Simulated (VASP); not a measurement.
A run of VASP 6.6.1 is set up as follows.

Contents of INCAR:

```
SYSTEM = MgO
PREC = Accurate
ENCUT = 840
EDIFF = 1E-6
ISMEAR = 0
SIGMA = 0.02
LREAL = .FALSE.
LASPH = .TRUE.
NELM = 120
ALGO = Normal
ISIF = 2
LWAVE = .FALSE.
LCHARG = .FALSE.
GGA = CA
NBANDS = 15
GGA_COMPAT = .FALSE.
```

KPOINTS

```
Automatic mesh
0
G
  10 10 10
  0 0 0
```

POSCAR

```
MgO
1.0
    0.0000000000      2.0803453664      2.0803453664
    2.0803453664      0.0000000000      2.0803453664
    2.0803453664      2.0803453664      0.0000000000
Mg O
1 1
Direct
    0.0000000000      0.0000000000      0.0000000000
    0.5000000000      0.5000000000      0.5000000000
```

Potentials or basis: VASP PAW LDA potentials, release 64 (Mg_sv, O).

Run with:

```console
$ cat potpaw_LDA.64/Mg_sv/POTCAR potpaw_LDA.64/O/POTCAR > POTCAR
$ mpirun -np 1 vasp_std > vasp.out
```

Task: Estimate the band gap on the k mesh.

Result: 5.03 eV.

Task: Estimate the pressure.

Result: 0.4 GPa.

**Measured values to compare with.**

“Electronic structure of alkaline earth and post-transition metal oxides”, 2009, arxiv:0908.1581 quotes, for a bulk crystal of MgO: band gap 7.83 eV.

Measured gap of MgO: 7.83 eV (quoted in “Electronic structure of alkaline earth and post-transition metal oxides”, 2009, arxiv:0908.1581). This calculation gives 5.03 eV (-2.80 eV). The value is that of LDA, without temperature or zero-point motion. Semilocal functionals fall short of measured gaps as a rule.
